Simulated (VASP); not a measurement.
The system is FeCo3.

```
Fe Co
1.0
     2.45674    0.00000    0.00000
    -1.22837    2.12760    0.00000
     0.00000    0.00000    8.17263
Fe Co
1 3
Cartesian
  0.0000 1.4184 0.0000
  0.0000 1.4184 4.0863
  1.2284 0.7092 2.0432
  1.2284 0.7092 6.1295
```

| Property | Result |
| --- | --- |
| Program | VASP 6.6.1 |
| Task | relaxation of cell and atoms |
| Functional | PBE |
| Potentials or basis | VASP PAW PBE potentials, release 64 (Fe, Co) |
| Cutoff | 600 eV |
| k mesh | 12 × 12 × 2 |
| Occupations | gaussian, width 0.1 eV |
| Spin | collinear spin, ferromagnetic start |
| Starting moments | [4.0, 3.0, 3.0, 3.0] μB |

At the start: pressure 6.4 GPa; volume 10.68 Å³/atom.

How do energy, volume and symmetry change on relaxing?

Over 7 steps the energy falls by 12.4 meV/atom and the volume is 11.05 Å³/atom (+3.5 %); space group P-6m2 (No. 187, to 0.05 Å); moment 7.19 μB per cell.

Step by step:
| step | energy change (eV) | largest force (eV/Å) | pressure (GPa) | volume (Å³) |
| --- | --- | --- | --- | --- |
| 1 | 0.0000 | 0.4327 | 6.40 | 42.72 |
| 2 | -0.0252 | 0.2712 | -4.38 | 45.41 |
| 3 | -0.0384 | 0.3223 | -0.87 | 44.36 |
| 4 | -0.0469 | 0.1677 | -0.42 | 44.24 |
| 5 | -0.0495 | 0.0031 | 0.16 | 44.13 |
| 6 | -0.0495 | 0.0151 | 0.17 | 44.14 |
| 7 | -0.0498 | 0.0013 | -0.07 | 44.21 |

Final structure:
```
Fe Co
1.0
     2.49271    0.00000    0.00000
    -1.24636    2.15875    0.00000
     0.00000    0.00000    8.21573
Fe Co
1 3
Direct
  0.33333 0.66667 0.00000
  0.33333 0.66667 0.50000
  0.66667 0.33333 0.25561
  0.66667 0.33333 0.74439
```

Caveat: the k points lie up to 0.38 Å⁻¹ apart in the final cell.
